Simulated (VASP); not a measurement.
A run of VASP 6.6.1 is set up as follows.

File INCAR:

```
SYSTEM = Ga18HN18
PREC = Accurate ; ENCUT = 520
EDIFF = 1E-6 ; ISMEAR = 0
SIGMA = 0.01 ; LREAL = Auto
LASPH = .True. ; NELM = 100
ALGO = Normal ; ISIF = 2
LWAVE = .False. ; LCHARG = .False.
GGA = PE ; NBANDS = 186
NELECT = 324.0
```

Contents of KPOINTS:

```
Automatic mesh
0
Gamma
  2 2 2
  0.5 0.5 0.5
```

File POSCAR:

```
Ga18HN18
1.0
   -0.0000000001      5.5743817708     -5.2431684095
    4.8275562239     -2.7871908853     -5.2431684095
   -4.8275562239     -2.7871908854     -5.2431684095
Ga N H
18 18 1
Direct
    0.9486233688      0.2797893754      0.2788171453
    0.2797782362      0.9486260766      0.2787918927
    0.9569219396      0.5953170215      0.9379881270
    0.6080326994      0.6080124904      0.2848097523
    0.2801569505      0.2801739434      0.9431368143
    0.9465072312      0.9465221736      0.6134605748
    0.5953501142      0.9569330301      0.9380093077
    0.2814438212      0.6137187977      0.6100830787
    0.6137001615      0.2814589890      0.6100967432
    0.8972350842      0.8973004541      0.2371618872
    0.2253078412      0.5590938285      0.2226846969
    0.8906039277      0.2220254451      0.8900099812
    0.5590482048      0.2253164452      0.2226969229
    0.2220141822      0.8906366254      0.8899946099
    0.8933584739      0.5572224615      0.5554280460
    0.5580375337      0.5580698504      0.8873826982
    0.2247100458      0.2247319788      0.5562679049
    0.5571863039      0.8933698169      0.5554275264
    0.8217854869      0.1550853386      0.1539899148
    0.1550278202      0.8218250039      0.1539689928
    0.8205772698      0.4841673564      0.8177335455
    0.4905730929      0.4905944258      0.1507633168
    0.1538231654      0.1538518565      0.8192902090
    0.8197614131      0.8197810056      0.4911935934
    0.4841462237      0.8206152368      0.8177403807
    0.1558132281      0.4881929581      0.4852524547
    0.4881696972      0.1558330130      0.4852591949
    0.0981321082      0.0981250334      0.4322488815
    0.4351596822      0.7676236954      0.4274251115
    0.1022282030      0.4298707465      0.0987008474
    0.7676140831      0.4351478170      0.4274698145
    0.4298361067      0.1022609823      0.0986804156
    0.0980922045      0.7633141966      0.7647416579
    0.7785106171      0.7785855394      0.0819016932
    0.4328473864      0.4328719143      0.7626379170
    0.7633021239      0.0981155127      0.7647220369
    0.8576711268      0.8574826670      0.9824230151
```

Potentials or basis: VASP PAW PBE potentials, release 64 (Ga_d, N, H).

Launch:

```sh
$ cat potpaw_PBE.64/Ga_d/POTCAR potpaw_PBE.64/N/POTCAR potpaw_PBE.64/H/POTCAR > POTCAR
$ mpirun -np 1 vasp_std > vasp.out
```

Task: What does it give for the largest force?

Result: 0.035 eV/Å.

Forces on the atoms (eV/Å):
```
Ga  -0.002  0.000 -0.003
Ga   0.000 -0.002 -0.004
Ga  -0.008  0.022  0.013
Ga  -0.014 -0.007  0.008
Ga   0.001  0.000  0.001
Ga   0.002  0.001  0.001
Ga   0.015 -0.018  0.014
Ga  -0.004  0.003  0.003
Ga   0.000 -0.005  0.003
Ga  -0.007 -0.003 -0.020
Ga  -0.002 -0.001 -0.005
Ga   0.000  0.004  0.001
Ga   0.000 -0.002 -0.005
Ga   0.002 -0.003  0.000
Ga   0.000  0.002 -0.001
Ga  -0.003 -0.002  0.004
Ga   0.002  0.002 -0.006
Ga   0.002  0.000 -0.002
N    0.000  0.001  0.006
N    0.000 -0.001  0.005
N   -0.001 -0.003 -0.006
N    0.005  0.003 -0.003
N   -0.001 -0.001  0.001
N    0.004  0.001  0.006
N   -0.003  0.002 -0.006
N    0.001  0.000  0.000
N    0.000  0.001  0.000
N   -0.001 -0.001  0.003
N    0.005  0.000 -0.002
N    0.004 -0.004  0.003
N    0.005  0.005 -0.002
N   -0.003  0.006  0.002
N    0.002 -0.004 -0.002
N   -0.027 -0.015  0.005
N    0.000  0.000 -0.001
N   -0.003  0.003 -0.003
H    0.029  0.016 -0.010
```

Caveat: the cell carries a net charge on a neutralising background, which shifts energy and pressure; the cell differs from its parent crystal (with an interstitial atom, then relaxed in part).
